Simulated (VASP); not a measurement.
# ZnO (P6_3mc) in VASP: relaxation of shape and atoms at fixed volume with r2SCAN

Aim: the relaxation of shape and atoms at fixed volume of ZnO with r2SCAN.

Program: VASP 6.6.1. These are calculated values, not measurements. Logs are shortened: lines on timing, memory, paths and dates and some standing lists are left out, and cuts for length are marked.

### Step 1. The cell of the first run

It takes space group P6_3mc (No. 186, hexagonal). The conventional cell has a = 3.299 Å, b = 3.299 Å, c = 5.314 Å, α = 90.00°, β = 90.00°, γ = 120.00°. Within 2.7 Å of Zn (site symmetry 3m) lie 4 O at 2.01 to 2.02 Å. O (site symmetry 3m) has 4 Zn at 2.01 to 2.02 Å within 2.7 Å.

### Step 2. Relaxation of shape and atoms at fixed volume, r2SCAN (12.52 Å³/atom)

Input file POSCAR:

```
ZnO
1.0
    3.2986494504      0.0000000000      0.0000000000
   -1.6493247252      2.8567142222      0.0000000000
    0.0000000000      0.0000000000      5.3136118396
Zn O
2 2
Direct
    0.3333333333      0.6666666667      0.4996921297
    0.6666666667      0.3333333333     -0.0003078703
    0.6666666667      0.3333333333      0.3793178703
    0.3333333333      0.6666666667      0.8793178703
```

Input file INCAR.step1:

```
PREC = Accurate
ENCUT = 600
ISMEAR = 0
SIGMA = 0.02
LREAL = False
LASPH = True
NELM = 60
GGA = PE
ALGO = Normal
EDIFF = 1E-4
LWAVE = True
LCHARG = False
```

Input file INCAR.step2:

```
PREC = Accurate
ENCUT = 600
EDIFF = 1E-6
ISMEAR = 0
SIGMA = 0.02
LREAL = False
LASPH = True
NELM = 60
ALGO = Normal
ISIF = 4
LWAVE = False
LCHARG = False
METAGGA = R2SCAN
LMIXTAU = True
IBRION = 2
NSW = 50
EDIFFG = -0.01
ISTART = 1
```

Input file KPOINTS:

```
Automatic mesh
0
Gamma
  12 12 6
```

Potentials or basis: VASP PAW PBE potentials, release 64 (Zn, O).

Launch:

```bash
> cat potpaw_PBE.64/Zn/POTCAR potpaw_PBE.64/O/POTCAR > POTCAR
> cp INCAR.step1 INCAR
> mpirun -np 1 vasp_std > vasp.out
> cp INCAR.step2 INCAR
> mpirun -np 1 vasp_std > vasp.out
```

OUTCAR:

```text
PREC = Accurate
   ENCUT = 600
   EDIFF = 1E-6
   ISMEAR = 0
   LREAL = False
   LASPH = True
   NELM = 60
   ISIF = 4
   METAGGA = R2SCAN
   IBRION = 2
   NSW = 50
   EDIFFG = -0.01
   ISTART = 1

 ion  position               nearest neighbor table
   1  0.333  0.667  0.500-   3 2.01   3 2.01   3 2.01   4 2.02
   2  0.667  0.333  1.000-   4 2.01   4 2.01   4 2.01   3 2.02
   3  0.667  0.333  0.379-   1 2.01   1 2.01   1 2.01   2 2.02
   4  0.333  0.667  0.879-   2 2.01   2 2.01   2 2.01   1 2.02

  LATTYP: Found a hexagonal cell.
 ALAT       =     3.2986494504
 C/A-ratio  =     1.6108446561

  Lattice vectors:

 A1 = (   3.2986494504,   0.0000000000,   0.0000000000)
 A2 = (  -1.6493247252,   2.8567142222,   0.0000000000)
 A3 = (   0.0000000000,   0.0000000000,   5.3136118396)

Analysis of symmetry for initial positions (statically):
=====================================================================
 Subroutine PRICEL returns:
 Original cell was already a primitive cell.

 Routine SETGRP: Setting up the symmetry group for a
 hexagonal supercell.

 Subroutine GETGRP returns: Found 12 space group operations
 (whereof  6 operations were pure point group operations)
 out of a pool of 24 trial point group operations.

The static configuration has the point symmetry C_3v.
 The point group associated with its full space group is C_6v.

Analysis of symmetry for dynamics (positions and initial velocities):
=====================================================================
 Subroutine PRICEL returns:
 Original cell was already a primitive cell.

 Routine SETGRP: Setting up the symmetry group for a
 hexagonal supercell.

 Subroutine GETGRP returns: Found 12 space group operations
 (whereof  6 operations were pure point group operations)
 out of a pool of 24 trial point group operations.

The dynamic configuration has the point symmetry C_3v.
 The point group associated with its full space group is C_6v.

 Subroutine INISYM returns: Found 12 space group operations
 (whereof  6 operations are pure point group operations),
 and found     1 'primitive' translations

----------------------------------------------------------------------------------------

                                     Primitive cell

  volume of cell :      50.0718

  direct lattice vectors                    reciprocal lattice vectors
     3.298649450  0.000000000  0.000000000     0.303154371  0.175026258  0.000000000
    -1.649324725  2.856714222  0.000000000     0.000000000  0.350052516  0.000000000
     0.000000000  0.000000000  5.313611840     0.000000000  0.000000000  0.188195907

  length of vectors
     3.298649450  3.298649450  5.313611840     0.350052516  0.350052516  0.188195907

  position of ions in fractional coordinates (direct lattice)
     0.333333333  0.666666667  0.499692130
     0.666666667  0.333333333  0.999692130
     0.666666667  0.333333333  0.379317870
     0.333333333  0.666666667  0.879317870

  ion indices of the primitive-cell ions
   primitive index   ion index
                 1           1
                 2           2
                 3           3
                 4           4

----------------------------------------------------------------------------------------

 KPOINTS: Automatic mesh

Automatic generation of k-mesh.
 Grid dimensions read from file:
 generate k-points for:   12   12    6

 Generating k-lattice:

  Cartesian coordinates                     Fractional coordinates (reciprocal lattice)
     0.025262864  0.014585521  0.000000000     0.083333333 -0.000000000  0.000000000
     0.000000000  0.029171043  0.000000000     0.000000000  0.083333333  0.000000000
     0.000000000  0.000000000  0.031365985     0.000000000  0.000000000  0.166666667

  Length of vectors
     0.029171043  0.029171043  0.031365985

  Shift w.r.t. Gamma in fractional coordinates (k-lattice)
     0.000000000  0.000000000  0.000000000

 Subroutine IBZKPT returns following result:
 ===========================================

 Found     76 irreducible k-points:

 Following reciprocal coordinates:
            Coordinates               Weight
  0.000000  0.000000  0.000000      1.000000
  0.083333  0.000000  0.000000      6.000000
  0.166667  0.000000  0.000000      6.000000
  0.250000  0.000000  0.000000      6.000000
  0.333333  0.000000  0.000000      6.000000
  0.416667  0.000000  0.000000      6.000000
[... 16 lines left out ...]
  0.250000  0.000000  0.166667     12.000000
  0.333333  0.000000  0.166667     12.000000
 [... further k-points ...]
   k-points           NKPTS =     76   k-points in BZ     NKDIM =     76   number of bands    NBANDS=     22
   number of dos      NEDOS =    301   number of ions     NIONS =      4
   total plane-waves  NPLWV =  32928
   dimension x,y,z NGX =    28 NGY =   28 NGZ =   42
   dimension x,y,z NGXF=    56 NGYF=   56 NGZF=   84
   ions per type =               2   2
   NGX,Y,Z   is equivalent  to a cutoff of  14.11, 14.11, 13.14 a.u.
   NGXF,Y,Z  is equivalent  to a cutoff of  28.22, 28.22, 26.28 a.u.
 SYSTEM =  unknown system
   PREC   = accura    normal or accurate (medium, high low for compatibility)
   ISTART =      1    job   : 0-new  1-cont  2-samecut
   ICHARG =      0    charge: 1-file 2-atom 10-const
   ISPIN  =      1    spin polarized calculation?
   LNONCOLLINEAR =      F non collinear calculations
   LSORBIT =      F    spin-orbit coupling
   LASPH  =      T    aspherical Exc in radial PAW
   ENCUT  =  600.0 eV  44.10 Ry    6.64 a.u.   6.59  6.59 10.61*2*pi/ulx,y,z
   NELM   =     60;   NELMIN=  2; NELMDL=  0     # of ELM steps
   EDIFF  = 0.1E-05   stopping-criterion for ELM
   LREAL  =      F    real-space projection
   EDIFFG = -.1E-01   stopping-criterion for IOM
   NSW    =     50    number of steps for IOM
   IBRION =      2    ionic relax: 0-MD 1-quasi-New 2-CG
   NFREE  =      1    steps in history (QN), initial steepest desc. (CG)
   ISIF   =      4    stress and relaxation
   ISYM   =      2    0-nonsym 1-usesym 2-fastsym
   POTIM  = 0.5000    time-step for ionic-motion
   TEBEG  =    0.0;   TEEND  =   0.0 temperature during run
   PSTRESS=    0.0 pullay stress
   NELECT =      36.0000    total number of electrons
   NUPDOWN=      -1.0000    fix difference up-down
   EMIN   =  10.00;   EMAX   =-10.00  energy-range for DOS
   EFERMI =   0.00;   METHOD = LEGACY
   ISMEAR =     0;   SIGMA  =   0.02  broadening in eV -4-tet -1-fermi 0-gaus
   EFERMI_NEDOS =   21; number of points for ismear=-14 and -15
   IALGO  =     38    algorithm
   IMIX   =      4    mixing-type and parameters
     AMIX     =   0.40;   BMIX     =  1.00
     AMIX_MAG =   1.60;   BMIX_MAG =  1.00
  volume/ion in A,a.u.               =      12.52        84.48
  Fermi-wavevector in a.u.,A,eV,Ry     =   1.466599  2.771470 29.264945  2.150913
  Thomas-Fermi vector in A             =   2.582317
   LORBIT       =      0    0 simple, 1 ext, 2 COOP (PROOUT), +10 PAW based schemes
   METAGGA = R2SCAN    functional components
   LHFCALC =     F    Hartree Fock is set to
   AEXX    =    0.0000 exact exchange contribution
   IVDW    =     0    specifies the selected vdW correction
   LEPSILON=     F    determine dielectric tensor
   LRPA    =     F    only Hartree local field effects (RPA)
 conjugate gradient relaxation of ions
 non-spin polarized calculation
 Gauss-broadening in eV      SIGMA  =   0.02
  energy-cutoff  :      600.00
  volume of cell :       50.07
 maximum number of plane-waves:      1713
 NGX is ok and might be reduce to    28
   NGX = 13   NGY = 13   NGZ = 21

--------------------------------------- Ionic step        1  -------------------------------------------

 number of electron      36.0000013 magnetization

 Free energy of the ion-electron system (eV)
  ---------------------------------------------------
  ext. energy  EPLUGINS =         0.00000000
  ---------------------------------------------------
  free energy    TOTEN  =       -36.26719394 eV

  energy without entropy =      -36.26719394  energy(sigma->0) =      -36.26719394

------------------------ aborting loop because EDIFF is reached ----------------------------------------

  FORCE on cell =-STRESS in cart. coord.  units (eV):
  Direction    XX          YY          ZZ          XY          YZ          ZX
  --------------------------------------------------------------------------------------
  -------------------------------------------------------------------------------------
  Total       -2.2086075     -2.2086075     -2.2094204      0.0000000      0.0000000      0.0000000
  in kB      -70.6702014    -70.6702013    -70.6962136      0.0000000      0.0000000      0.0000000
  external PRESSURE =     -70.6788721 kB  Pullay stress =       0.0000000 kB

 VOLUME and BASIS-vectors are now :
 -----------------------------------------------------------------------------
  energy-cutoff  :      600.00
  volume of cell :       50.07
      direct lattice vectors                 reciprocal lattice vectors
     3.298649450  0.000000000  0.000000000     0.303154371  0.175026258  0.000000000
    -1.649324725  2.856714222  0.000000000     0.000000000  0.350052516  0.000000000
     0.000000000  0.000000000  5.313611840     0.000000000  0.000000000  0.188195907

 POSITION                                       TOTAL-FORCE (eV/Angst)
 -----------------------------------------------------------------------------------
     -0.00000      1.90448      2.65517        -0.000000     -0.000000      0.014400
      1.64932      0.95224      5.31198         0.000000      0.000000      0.014400
      1.64932      0.95224      2.01555         0.000000      0.000000     -0.014400
     -0.00000      1.90448      4.67235        -0.000000      0.000000     -0.014400
 -----------------------------------------------------------------------------------
    total drift:                                0.000000      0.000001      0.090092

  FREE ENERGIE OF THE ION-ELECTRON SYSTEM (eV)
  ---------------------------------------------------
  free  energy   TOTEN  =       -36.2671939369 eV

  energy  without entropy=      -36.2671939369  energy(sigma->0) =      -36.26719394

--------------------------------------- Ionic step        2  -------------------------------------------

 number of electron      36.0000013 magnetization

 Free energy of the ion-electron system (eV)
  ---------------------------------------------------
  ext. energy  EPLUGINS =         0.00000000
  ---------------------------------------------------
  free energy    TOTEN  =       -36.26722351 eV

  energy without entropy =      -36.26722351  energy(sigma->0) =      -36.26722351

 E-fermi :   0.4954     XC(G=0): -11.3699

 val. band max:        0.3969923603   @ k =   0.0000   0.0000   0.0000
 cond. band min:       1.5414079370   @ k =   0.0000   0.0000   0.0000
 fundamental gap:      1.1444155767
 Fermi energy:         0.4954021993

 k-point     1 :       0.0000    0.0000    0.0000
  band No.  band energies     occupation
      1     -18.2811      2.00000
      2     -17.6677      2.00000
      3      -5.1844      2.00000
      4      -5.1844      2.00000
      5      -5.1420      2.00000
      6      -4.9937      2.00000
[... 14 lines left out ...]
     21       9.0172      0.00000
     22      13.8215      0.00000

 k-point     2 :       0.0833    0.0000    0.0000
  band No.  band energies     occupation
      1     -18.2481      2.00000
      2     -17.6529      2.00000
      3      -5.2188      2.00000
      4      -5.1631      2.00000
      5      -5.1175      2.00000
      6      -4.9975      2.00000
[... 14 lines left out ...]
     21       9.0144      0.00000
     22      13.0347      0.00000
[... 523 lines left out ...]
     21       9.2495      0.00000
     22      10.5616      0.00000

 k-point    24 :       0.3333    0.0000    0.1667
  band No.  band energies     occupation
      1     -17.8509      2.00000
      2     -17.5470      2.00000
      3      -5.4202      2.00000
      4      -5.1535      2.00000
      5      -4.9583      2.00000
      6      -4.7908      2.00000
[... 14 lines left out ...]
     21       9.1462      0.00000
     22       9.6968      0.00000

 [... further k-points ...]
[... 5 lines left out ...]
  --------------------------------------------------------------------------------------
  -------------------------------------------------------------------------------------
  Total       -2.2209266     -2.2209266     -2.1976359      0.0000000      0.0000000      0.0000000
  in kB      -71.0643860    -71.0643860    -70.3191372      0.0000000      0.0000000      0.0000000
  external PRESSURE =     -70.8159697 kB  Pullay stress =       0.0000000 kB

 VOLUME and BASIS-vectors are now :
 -----------------------------------------------------------------------------
  energy-cutoff  :      600.00
  volume of cell :       50.07
      direct lattice vectors                 reciprocal lattice vectors
     3.298660231  0.000000000  0.000000000     0.303153380  0.175025686 -0.000000000
    -1.649330116  2.856723559 -0.000000000     0.000000000  0.350051372 -0.000000000
     0.000000000  0.000000000  5.313577108     0.000000000  0.000000000  0.188197137

 POSITION                                       TOTAL-FORCE (eV/Angst)
 -----------------------------------------------------------------------------------
     -0.00000      1.90448      2.65585         0.000000     -0.000000      0.003504
      1.64933      0.95224      5.31264        -0.000000      0.000000      0.003504
      1.64933      0.95224      2.01484        -0.000000     -0.000000     -0.003504
     -0.00000      1.90448      4.67163        -0.000000     -0.000000     -0.003504
 -----------------------------------------------------------------------------------
    total drift:                                0.000000      0.000001      0.099922

  FREE ENERGIE OF THE ION-ELECTRON SYSTEM (eV)
  ---------------------------------------------------
  free  energy   TOTEN  =       -36.2672235089 eV

  energy  without entropy=      -36.2672235089  energy(sigma->0) =      -36.26722351

 reached required accuracy - stopping structural energy minimisation
```

It took 13 min on 1 thread of Intel Xeon 8259CL, shared host; peak memory 0.26 GiB.

What came out:

```
Free energy                  : -36.2672 eV
Energy gained by relaxing    : 0.0 meV/atom
Ionic steps                  : 2
Pressure after relaxing      : -7.1 GPa
Largest force after relaxing : 0.004 eV/Å
Band gap on the k mesh       : 1.14 eV
```

Forces on the atoms (eV/Å):
```
Zn   0.000  0.000  0.004
Zn   0.000  0.000  0.004
O    0.000  0.000 -0.004
O    0.000  0.000 -0.004
```

Final structure:
```
CELL_PARAMETERS angstrom
3.29866 0.00000 0.00000
-1.64933 2.85672 0.00000
0.00000 0.00000 5.31358
ATOMIC_POSITIONS crystal
Zn 0.33333 0.66667 0.49982
Zn 0.66667 0.33333 0.99982
O 0.66667 0.33333 0.37919
O 0.33333 0.66667 0.87919
```

Caveat: the PAW data sets were made with another functional, which shifts forces and pressure a little.
